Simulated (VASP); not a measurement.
Set up this calculation in VASP 6.6.1, as the native input.

```yaml
Task: single point
Functional: r2SCAN
Potentials_or_basis: VASP PAW PBE potentials, release 64 (C_h)
Cutoff: 1430 eV
k_mesh: 12 × 12 × 12
Occupations: gaussian, width 0.05 eV
Spin: no spin polarisation
Dipole_correction: no
Further_INCAR_settings: ALGO = Normal; EDIFF = 1e-06; NBANDS = 11
```

The system is C.

```
C
1.0
     0.00000    1.78340    1.83690
     1.78340    0.00000    1.83690
     1.78340    1.78340    0.00000
C
2
Direct
  0.50000 0.50000 0.50000
  0.75000 0.75000 0.75000
```

This cell differs from its parent crystal: strain +0.000 along x and y, +0.030 along z.

The input as run:

POSCAR

```
C
1.0
    0.0000000000      1.7834000000      1.8369020000
    1.7834000000      0.0000000000      1.8369020000
    1.7834000000      1.7834000000      0.0000000000
C
2
Direct
    0.5000000000      0.5000000000      0.5000000000
    0.7500000000      0.7500000000      0.7500000000
```

INCAR.step1

```
PREC = Accurate
ENCUT = 1430
ISMEAR = 0
SIGMA = 0.05
LREAL = False
LASPH = True
NELM = 120
NBANDS = 11
GGA = PE
ALGO = Normal
EDIFF = 1E-5
LWAVE = True
LCHARG = False
GGA_COMPAT = False
```

INCAR.step2

```
PREC = Accurate
ENCUT = 1430
EDIFF = 1E-6
ISMEAR = 0
SIGMA = 0.05
LREAL = False
LASPH = True
NELM = 120
ALGO = Normal
ISIF = 2
LWAVE = False
LCHARG = False
METAGGA = R2SCAN
LMIXTAU = True
NBANDS = 11
ISTART = 1
GGA_COMPAT = False
```

KPOINTS

```
regular mesh
0
Gamma
  12 12 12
```

Potentials or basis: VASP PAW PBE potentials, release 64 (C_h).

The run is started by

```sh
$ cat potpaw_PBE.64/C_h/POTCAR > POTCAR
$ cp INCAR.step1 INCAR
$ mpirun -np 1 vasp_std > vasp.out
$ cp INCAR.step2 INCAR
$ mpirun -np 1 vasp_std > vasp.out
```

It gave:

```json
{"Pressure": "-15.4 GPa", "Band gap on the k mesh": "3.92 eV (least direct gap 5.52 eV)"}
```

Caveat: the cell differs from its parent crystal (strain +0.000 along x and y, +0.030 along z); the stress differs along the axes, from -35 to -6 GPa; the PAW data sets were made with another functional, which shifts forces and pressure a little.

Run time: 2.7 min on 1 thread of Intel(R) Xeon(R) Platinum 8259CL CPU @ 2.50GHz (Skylake/Cascade Lake), on a shared host, peak memory 0.22 GiB.
